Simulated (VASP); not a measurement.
# Mo (P6/mmm) in VASP: notebook

Runs on Mo. Level: r2SCAN. Tasks: single point.

All numbers are computed with VASP 6.6.1; they aren't measurements. Logs are shortened: lines on timing, memory, paths and dates and some standing lists are left out, and cuts for length are marked.

## 1. The cell of the first run

It takes space group P6/mmm (No. 191, hexagonal). Conventional cell: a = 2.717 Å, b = 2.717 Å, c = 2.538 Å, α = 90.00°, β = 90.00°, γ = 120.00°. Mo (site symmetry 6/mmm) has 8 Mo at 2.54 to 2.72 Å within 3.3 Å.

## 2. Single point, r2SCAN

The input, POSCAR:

```
Mo
1.0
    2.7171503193      0.0000000000      0.0000000000
   -1.3585751596      2.3531210511      0.0000000000
    0.0000000000      0.0000000000      2.5380316175
Mo
1
Direct
    0.0000000000      0.0000000000      0.5000000000
```

The input, INCAR.step1:

```
SYSTEM = Mo
PREC = Accurate ; ENCUT = 520
ISMEAR = -1 ; SIGMA = 0.1
LREAL = .FALSE. ; LASPH = .TRUE.
NELM = 60 ; NBANDS = 13
GGA = PE ; ALGO = Normal
EDIFF = 1E-4 ; LWAVE = .TRUE.
LCHARG = .FALSE.
```

The input, INCAR.step2:

```
SYSTEM = Mo
PREC = Accurate ; ENCUT = 520
EDIFF = 1E-7 ; ISMEAR = -1
SIGMA = 0.1 ; LREAL = .FALSE.
LASPH = .TRUE. ; NELM = 60
ALGO = Normal ; ISIF = 2
LWAVE = .FALSE. ; LCHARG = .TRUE.
METAGGA = R2SCAN ; LMIXTAU = .TRUE.
LELF = .TRUE. ; LVHAR = .TRUE.
NBANDS = 13 ; ISTART = 1
```

The input, KPOINTS:

```
regular mesh
0
G
  12 12 11
  0 0 0
```

Potentials or basis: VASP PAW PBE potentials, release 64 (Mo_sv).

The run is started by

```sh
cat potpaw_PBE.64/Mo_sv/POTCAR > POTCAR
cp INCAR.step1 INCAR
mpirun -np 1 vasp_std > vasp.out
cp INCAR.step2 INCAR
mpirun -np 1 vasp_std > vasp.out
```

OUTCAR:

```text
SYSTEM = Mo
   PREC = Accurate
   ENCUT = 520
   EDIFF = 1E-7
   ISMEAR = -1
   LREAL = .FALSE.
   LASPH = .TRUE.
   NELM = 60
   ISIF = 2
   METAGGA = R2SCAN
   ISTART = 1

 ion  position               nearest neighbor table
   1  0.000  0.000  0.500-

  LATTYP: Found a hexagonal cell.
 ALAT       =     2.7171503193
 C/A-ratio  =     0.9340784717

  Lattice vectors:

 A1 = (   2.7171503193,   0.0000000000,   0.0000000000)
 A2 = (  -1.3585751596,   2.3531210511,   0.0000000000)
 A3 = (   0.0000000000,   0.0000000000,   2.5380316175)

Analysis of symmetry for initial positions (statically):
=====================================================================
 Subroutine PRICEL returns:
 Original cell was already a primitive cell.

 Routine SETGRP: Setting up the symmetry group for a
 hexagonal supercell.

 Subroutine GETGRP returns: Found 24 space group operations
 (whereof 24 operations were pure point group operations)
 out of a pool of 24 trial point group operations.

The static configuration has the point symmetry D_6h.

Analysis of symmetry for dynamics (positions and initial velocities):
=====================================================================
 Subroutine PRICEL returns:
 Original cell was already a primitive cell.

 Routine SETGRP: Setting up the symmetry group for a
 hexagonal supercell.

 Subroutine GETGRP returns: Found 24 space group operations
 (whereof 24 operations were pure point group operations)
 out of a pool of 24 trial point group operations.

The dynamic configuration has the point symmetry D_6h.

 Subroutine INISYM returns: Found 24 space group operations
 (whereof 24 operations are pure point group operations),
 and found     1 'primitive' translations

----------------------------------------------------------------------------------------

                                     Primitive cell

  volume of cell :      16.2276

  direct lattice vectors                    reciprocal lattice vectors
     2.717150319  0.000000000  0.000000000     0.368032638  0.212483756  0.000000000
    -1.358575160  2.353121051  0.000000000     0.000000000  0.424967513  0.000000000
     0.000000000  0.000000000  2.538031618     0.000000000  0.000000000  0.394006124

  length of vectors
     2.717150319  2.717150188  2.538031618     0.424967492  0.424967513  0.394006124

  position of ions in fractional coordinates (direct lattice)
     0.000000000  0.000000000  0.500000000

  ion indices of the primitive-cell ions
   primitive index   ion index
                 1           1
[... 74 lines left out ...]
   EDIFFG = 0.1E-05   stopping-criterion for IOM
   NSW    =      0    number of steps for IOM
   IBRION =     -1    ionic relax: 0-MD 1-quasi-New 2-CG
   NFREE  =      0    steps in history (QN), initial steepest desc. (CG)
   ISIF   =      2    stress and relaxation
   ISYM   =      2    0-nonsym 1-usesym 2-fastsym
   POTIM  = 0.5000    time-step for ionic-motion
   TEBEG  =    0.0;   TEEND  =   0.0 temperature during run
   PSTRESS=    0.0 pullay stress
   NELECT =      14.0000    total number of electrons
   NUPDOWN=      -1.0000    fix difference up-down
   EMIN   =  10.00;   EMAX   =-10.00  energy-range for DOS
   EFERMI =   0.00;   METHOD = LEGACY
   ISMEAR =    -1;   SIGMA  =   0.10  broadening in eV -4-tet -1-fermi 0-gaus
   EFERMI_NEDOS =   21; number of points for ismear=-14 and -15
   IALGO  =     38    algorithm
   IMIX   =      4    mixing-type and parameters
     AMIX     =   0.40;   BMIX     =  1.00
     AMIX_MAG =   1.60;   BMIX_MAG =  1.00
  volume/ion in A,a.u.               =      16.23       109.51
  Fermi-wavevector in a.u.,A,eV,Ry     =   1.558473  2.945086 33.046334  2.428837
  Thomas-Fermi vector in A             =   2.661972
   LORBIT       =      0    0 simple, 1 ext, 2 COOP (PROOUT), +10 PAW based schemes
   METAGGA = R2SCAN    functional components
   LHFCALC =     F    Hartree Fock is set to
   AEXX    =    0.0000 exact exchange contribution
   IVDW    =     0    specifies the selected vdW correction
   LEPSILON=     F    determine dielectric tensor
   LRPA    =     F    only Hartree local field effects (RPA)
 non-spin polarized calculation
  energy-cutoff  :      520.00
  volume of cell :       16.23
 maximum number of plane-waves:       450
   NGX = 11   NGY = 11   NGZ =  9

 number of electron      14.0000003 magnetization

 Free energy of the ion-electron system (eV)
  ---------------------------------------------------
  ext. energy  EPLUGINS =         0.00000000
  ---------------------------------------------------
  free energy    TOTEN  =       -25.14526237 eV

  energy without entropy =      -25.11267883  energy(sigma->0) =      -25.12897060

 E-fermi :  11.9404     XC(G=0): -14.2655

 val. band max:       11.9392092099   @ k =   0.0833   0.0833   0.1818
 cond. band min:      11.9506609823   @ k =   0.1667   0.0000   0.0000
 fundamental gap:      0.0114517724
 Fermi energy:        11.9403985146

 k-point     1 :       0.0000    0.0000    0.0000
  band No.  band energies     occupation
      1     -51.1353      2.00000
      2     -23.5715      2.00000
      3     -23.5715      2.00000
      4     -23.5323      2.00000
      5       4.6261      2.00000
      6       7.0556      2.00000
      7      10.9033      1.99994
      8      10.9033      1.99994
      9      16.3633      0.00000
     10      16.3633      0.00000
     11      25.4196      0.00000
     12      28.8043      0.00000
     13      33.9105      0.00000
[... 354 lines left out ...]
  band No.  band energies     occupation
      1     -50.9136      2.00000
      2     -24.7515      2.00000
      3     -23.8297      2.00000
      4     -23.5594      2.00000
      5       7.0106      2.00000
      6       8.2998      2.00000
      7      10.7144      1.99999
      8      13.7601      0.00000
      9      14.6197      0.00000
     10      15.4313      0.00000
     11      25.1475      0.00000
     12      29.1259      0.00000
     13      30.2023      0.00000

 [... further k-points ...]
[... 5 lines left out ...]
  --------------------------------------------------------------------------------------
  -------------------------------------------------------------------------------------
  Total        0.8481764      0.8481763     -0.0239191      0.0000000      0.0000000      0.0000000
  in kB       83.7417066     83.7416958     -2.3615659      0.0000000      0.0000000      0.0000000
  external PRESSURE =      55.0406122 kB  Pullay stress =       0.0000000 kB

 VOLUME and BASIS-vectors are now :
 -----------------------------------------------------------------------------
  energy-cutoff  :      520.00
  volume of cell :       16.23
      direct lattice vectors                 reciprocal lattice vectors
     2.717150319  0.000000000  0.000000000     0.368032638  0.212483756  0.000000000
    -1.358575160  2.353121051  0.000000000     0.000000000  0.424967513  0.000000000
     0.000000000  0.000000000  2.538031618     0.000000000  0.000000000  0.394006124

 POSITION                                       TOTAL-FORCE (eV/Angst)
 -----------------------------------------------------------------------------------
      0.00000      0.00000      1.26902        -0.000000      0.000000      0.000000
 -----------------------------------------------------------------------------------
    total drift:                               -0.000000      0.000000     -0.000000

  FREE ENERGIE OF THE ION-ELECTRON SYSTEM (eV)
  ---------------------------------------------------
  free  energy   TOTEN  =       -25.1452623713 eV

  energy  without entropy=      -25.1126788329  energy(sigma->0) =      -25.12897060
```

OUTCAR.step1:

```text
SYSTEM = Mo
   PREC = Accurate
   ENCUT = 520
   ISMEAR = -1
   LREAL = .FALSE.
   LASPH = .TRUE.
[... 601 lines left out ...]
 -----------------------------------------------------------------------------------
      0.00000      0.00000      1.26902        -0.000000      0.000000      0.000000
 -----------------------------------------------------------------------------------
    total drift:                                0.000000      0.000000     -0.000000

  FREE ENERGIE OF THE ION-ELECTRON SYSTEM (eV)
  ---------------------------------------------------
  free  energy   TOTEN  =       -10.0543394396 eV

  energy  without entropy=      -10.0215880445  energy(sigma->0) =      -10.03796374
```

It took 39 s on 1 thread of Intel Xeon 6975P-C (Granite Rapids), shared host; peak memory 0.14 GiB.

Results:

```yaml
Free_energy: -25.1453 eV
Pressure: 5.5 GPa
Band_gap_on_the_k_mesh: zero (band 7 reaches 12.91 eV, above the bottom of band 8 at 10.90 eV)
```

Stress tensor (GPa, compression positive):
```
 8.37  0.00  0.00
 0.00  8.37  0.00
 0.00  0.00 -0.24
```

Levels at points of the mesh, in eV from the Fermi level:
```csv
k point,band 5,band 6,band 7,band 8,band 9,band 10
"(0.00, 0.00, 0.00)",-7.31,-4.88,-1.04,-1.04,4.42,4.42
"(0.50, 0.00, 0.00)",-5.40,-3.53,0.96,1.10,3.72,4.65
```

Caveat: the PAW data sets were made with another functional, which shifts forces and pressure a little.

## 3. Single point, r2SCAN

This run uses another cell than the first one, of 16.56 Å³/atom, 1.020 times its volume.

The input, POSCAR:

```
Mo
1.0
    2.7355100000      0.0000000000      0.0000000000
   -1.3677550000      2.3690210000      0.0000000000
    0.0000000000      0.0000000000      2.5551810000
Mo
1
Direct
    0.0000000000      0.0000000000      0.5000000000
```

The input, INCAR.step1:

```
SYSTEM = Mo
PREC = Accurate ; ENCUT = 520
ISMEAR = -1 ; SIGMA = 0.1
LREAL = .False. ; LASPH = .True.
NELM = 60 ; NBANDS = 13
GGA = PE ; ALGO = Normal
EDIFF = 1E-4 ; LWAVE = .True.
LCHARG = .False.
```

The input, INCAR.step2:

```
SYSTEM = Mo
PREC = Accurate ; ENCUT = 520
EDIFF = 1E-7 ; ISMEAR = -1
SIGMA = 0.1 ; LREAL = .False.
LASPH = .True. ; NELM = 60
ALGO = Normal ; ISIF = 2
LWAVE = .False. ; LCHARG = .True.
METAGGA = R2SCAN ; LMIXTAU = .True.
LELF = .True. ; LVHAR = .True.
NBANDS = 13 ; ISTART = 1
```

The input, KPOINTS:

```
Automatic mesh
0
Gamma
  12 12 11
  0 0 0
```

Potentials or basis: VASP PAW PBE potentials, release 64 (Mo_sv).

The run is started by

```sh
cat potpaw_PBE.64/Mo_sv/POTCAR > POTCAR
cp INCAR.step1 INCAR
mpirun -np 1 vasp_std > vasp.out
cp INCAR.step2 INCAR
mpirun -np 1 vasp_std > vasp.out
```

OUTCAR:

```text
SYSTEM = Mo
   PREC = Accurate
   ENCUT = 520
   EDIFF = 1E-7
   ISMEAR = -1
   LREAL = .False.
   LASPH = .True.
   NELM = 60
   ISIF = 2
   METAGGA = R2SCAN
   ISTART = 1

 ion  position               nearest neighbor table
   1  0.000  0.000  0.500-

  LATTYP: Found a hexagonal cell.
 ALAT       =     2.7355100000
 C/A-ratio  =     0.9340784717

  Lattice vectors:

 A1 = (   2.7355100000,   0.0000000000,   0.0000000000)
 A2 = (  -1.3677550000,   2.3690210000,   0.0000000000)
 A3 = (   0.0000000000,   0.0000000000,   2.5551810000)

Analysis of symmetry for initial positions (statically):
=====================================================================
 Subroutine PRICEL returns:
 Original cell was already a primitive cell.

 Routine SETGRP: Setting up the symmetry group for a
 hexagonal supercell.

 Subroutine GETGRP returns: Found 24 space group operations
 (whereof 24 operations were pure point group operations)
 out of a pool of 24 trial point group operations.

The static configuration has the point symmetry D_6h.

Analysis of symmetry for dynamics (positions and initial velocities):
=====================================================================
 Subroutine PRICEL returns:
 Original cell was already a primitive cell.

 Routine SETGRP: Setting up the symmetry group for a
 hexagonal supercell.

 Subroutine GETGRP returns: Found 24 space group operations
 (whereof 24 operations were pure point group operations)
 out of a pool of 24 trial point group operations.

The dynamic configuration has the point symmetry D_6h.

 Subroutine INISYM returns: Found 24 space group operations
 (whereof 24 operations are pure point group operations),
 and found     1 'primitive' translations

----------------------------------------------------------------------------------------

                                     Primitive cell

  volume of cell :      16.5588
[... 107 lines left out ...]
     AMIX_MAG =   1.60;   BMIX_MAG =  1.00
  volume/ion in A,a.u.               =      16.56       111.74
  Fermi-wavevector in a.u.,A,eV,Ry     =   1.548013  2.925320 32.604234  2.396344
  Thomas-Fermi vector in A             =   2.653024
   LORBIT       =      0    0 simple, 1 ext, 2 COOP (PROOUT), +10 PAW based schemes
   METAGGA = R2SCAN    functional components
   LHFCALC =     F    Hartree Fock is set to
   AEXX    =    0.0000 exact exchange contribution
   IVDW    =     0    specifies the selected vdW correction
   LEPSILON=     F    determine dielectric tensor
   LRPA    =     F    only Hartree local field effects (RPA)
 non-spin polarized calculation
  energy-cutoff  :      520.00
  volume of cell :       16.56
 maximum number of plane-waves:       460
   NGX = 11   NGY = 11   NGZ =  9

 number of electron      14.0000002 magnetization

 Free energy of the ion-electron system (eV)
  ---------------------------------------------------
  ext. energy  EPLUGINS =         0.00000000
  ---------------------------------------------------
  free energy    TOTEN  =       -25.15185403 eV

  energy without entropy =      -25.11776877  energy(sigma->0) =      -25.13481140

 E-fermi :  11.6301     XC(G=0): -14.1399

 val. band max:       11.5990576842   @ k =   0.2500   0.1667   0.3636
 cond. band min:      11.6393335510   @ k =   0.0833   0.0833   0.1818
 fundamental gap:      0.0402758668
 Fermi energy:        11.6301392154

 k-point     1 :       0.0000    0.0000    0.0000
  band No.  band energies     occupation
      1     -51.4365      2.00000
      2     -23.9215      2.00000
      3     -23.9215      2.00000
      4     -23.8897      2.00000
      5       4.3788      2.00000
      6       6.8564      2.00000
      7      10.6318      1.99991
      8      10.6318      1.99991
      9      15.9333      0.00000
     10      15.9333      0.00000
     11      25.1007      0.00000
     12      28.3152      0.00000
     13      33.3585      0.00000
[... 354 lines left out ...]
  band No.  band energies     occupation
      1     -51.2313      2.00000
      2     -25.0308      2.00000
      3     -24.1646      2.00000
      4     -23.9161      2.00000
      5       6.7904      2.00000
      6       8.0524      2.00000
      7      10.4083      1.99999
      8      13.4056      0.00000
      9      14.2474      0.00000
     10      15.0334      0.00000
     11      24.6130      0.00000
     12      28.5854      0.00000
     13      29.7161      0.00000

 [... further k-points ...]
[... 5 lines left out ...]
  --------------------------------------------------------------------------------------
  -------------------------------------------------------------------------------------
  Total        0.3515173      0.3515173     -0.4257619      0.0000000     -0.0000000      0.0000000
  in kB       34.0117090     34.0117046    -41.1953819      0.0000000     -0.0000000      0.0000000
  external PRESSURE =       8.9426772 kB  Pullay stress =       0.0000000 kB

 VOLUME and BASIS-vectors are now :
 -----------------------------------------------------------------------------
  energy-cutoff  :      520.00
  volume of cell :       16.56
      direct lattice vectors                 reciprocal lattice vectors
     2.735510000  0.000000000  0.000000000     0.365562546  0.211057648  0.000000000
    -1.367755000  2.369021000  0.000000000     0.000000000  0.422115296  0.000000000
     0.000000000  0.000000000  2.555181000     0.000000000  0.000000000  0.391361708

 POSITION                                       TOTAL-FORCE (eV/Angst)
 -----------------------------------------------------------------------------------
      0.00000      0.00000      1.27759        -0.000000      0.000000      0.000000
 -----------------------------------------------------------------------------------
    total drift:                               -0.000000      0.000000     -0.000000

  FREE ENERGIE OF THE ION-ELECTRON SYSTEM (eV)
  ---------------------------------------------------
  free  energy   TOTEN  =       -25.1518540340 eV

  energy  without entropy=      -25.1177687740  energy(sigma->0) =      -25.13481140
```

OSZICAR.step1:

```text
N       E                     dE             d eps       ncg     rms          rms(c)
DAV:   1     0.112114979959E+03    0.11211E+03   -0.91729E+03  3004   0.112E+03
DAV:   2    -0.910328530389E+01   -0.12122E+03   -0.11706E+03  3294   0.333E+02
DAV:   3    -0.105238059904E+02   -0.14205E+01   -0.14147E+01  3544   0.369E+01
DAV:   4    -0.105281916918E+02   -0.43857E-02   -0.43856E-02  3249   0.229E+00
DAV:   5    -0.105282271285E+02   -0.35437E-04   -0.35437E-04  3584   0.175E-01    0.130E+01
DAV:   6    -0.101176712928E+02    0.41056E+00   -0.54568E-01  3029   0.874E+00    0.407E+00
DAV:   7    -0.100681927483E+02    0.49479E-01   -0.10045E-01  3294   0.356E+00    0.705E-01
DAV:   8    -0.100660614267E+02    0.21313E-02   -0.32817E-03  3089   0.717E-01    0.101E-01
DAV:   9    -0.100661007835E+02   -0.39357E-04   -0.33649E-05  2257   0.729E-02
   1 F= -.10066101E+02 E0= -.10049049E+02  d E =-.341031E-01
```

Wall time 38 s (1 thread of Intel Xeon 6975P-C (Granite Rapids), shared host); peak memory 0.13 GiB.

What came out:

* Free energy: -25.1519 eV
* Pressure: 0.9 GPa
* Band gap on the k mesh: zero (band 7 reaches 12.54 eV, above the bottom of band 8 at 10.63 eV)

Stress tensor (GPa, compression positive):
```
 3.40  0.00  0.00
 0.00  3.40  0.00
 0.00  0.00 -4.12
```

Caveat: the PAW data sets were made with another functional, which shifts forces and pressure a little.

## 4. Single point, r2SCAN

This run uses another cell than the first one, of 16.89 Å³/atom, 1.041 times its volume.

The input, POSCAR:

```
Mo
1.0
    2.7536264882      0.0000000000      0.0000000000
   -1.3768132441      2.3847103380      0.0000000000
    0.0000000000      0.0000000000      2.5721032216
Mo
1
Direct
    0.0000000000      0.0000000000      0.5000000000
```

The input, INCAR.step1:

```
SYSTEM = Mo
  ALGO = Normal
  EDIFF = 1E-4
  ENCUT = 520
  GGA = PE
  ISMEAR = -1
  LASPH = .TRUE.
  LCHARG = .FALSE.
  LREAL = .FALSE.
  LWAVE = .TRUE.
  NBANDS = 13
  NELM = 80
  PREC = Accurate
  SIGMA = 0.1
```

The input, INCAR.step2:

```
SYSTEM = Mo
  ALGO = Normal
  EDIFF = 1E-6
  ENCUT = 520
  ISIF = 2
  ISMEAR = -1
  ISTART = 1
  LASPH = .TRUE.
  LCHARG = .TRUE.
  LELF = .TRUE.
  LMIXTAU = .TRUE.
  LREAL = .FALSE.
  LVHAR = .TRUE.
  LWAVE = .FALSE.
  METAGGA = R2SCAN
  NBANDS = 13
  NELM = 80
  PREC = Accurate
  SIGMA = 0.1
```

The input, KPOINTS:

```
k-points
0
G
  12 12 11
  0 0 0
```

The run is started by

```sh
cat potpaw_PBE.64/Mo_sv/POTCAR > POTCAR
cp INCAR.step1 INCAR
mpirun -np 1 vasp_std > vasp.out
cp INCAR.step2 INCAR
mpirun -np 1 vasp_std > vasp.out
```

Wall time 32 s (1 thread of Intel Xeon 6975P-C (Granite Rapids), shared host); peak memory 0.14 GiB.

It converged, with:

```yaml
Free_energy: -25.1494 eV
Pressure: -3.3 GPa
Band_gap_on_the_k_mesh: zero (band 7 reaches 12.18 eV, above the bottom of band 8 at 10.37 eV)
```

Stress tensor (GPa, compression positive):
```
-1.10  0.00  0.00
 0.00 -1.10  0.00
 0.00  0.00 -7.59
```

Levels at points of the mesh, in eV from the Fermi level:
```csv
k point,band 4,band 5,band 6,band 7,band 8,band 9,band 10,band 11
"(0.00, 0.00, 0.00)",-35.56,-7.19,-4.67,-0.96,-0.96,4.19,4.19,13.46
"(0.50, 0.00, 0.00)",-35.41,-5.15,-3.42,0.85,1.08,3.53,4.41,10.32
```

Caveat: the PAW data sets were made with another functional, which shifts forces and pressure a little.

## 5. Summary

```csv
cell,gap on the mesh (eV),pressure (GPa)
"a = 2.717, b = 2.717, c = 2.538 Å, angles 90.0, 90.0, 120.0°, 1 atom",none,5.5
"a = 2.736, b = 2.736, c = 2.555 Å, angles 90.0, 90.0, 120.0°, 1 atom",none,0.9
"a = 2.754, b = 2.754, c = 2.572 Å, angles 90.0, 90.0, 120.0°, 1 atom",none,-3.3
```

Alike in all rows: task single point; level r2SCAN; potentials or basis VASP PAW PBE potentials, release 64 (Mo_sv); no spin polarisation; k mesh 12 × 12 × 11; cutoff (eV) 520; smearing fermi-dirac 0.1 eV.

Caveats: the PAW data sets were made with another functional, which shifts forces and pressure a little.

Total energies depend on the potentials used, so only differences within one code and one set of settings carry meaning.
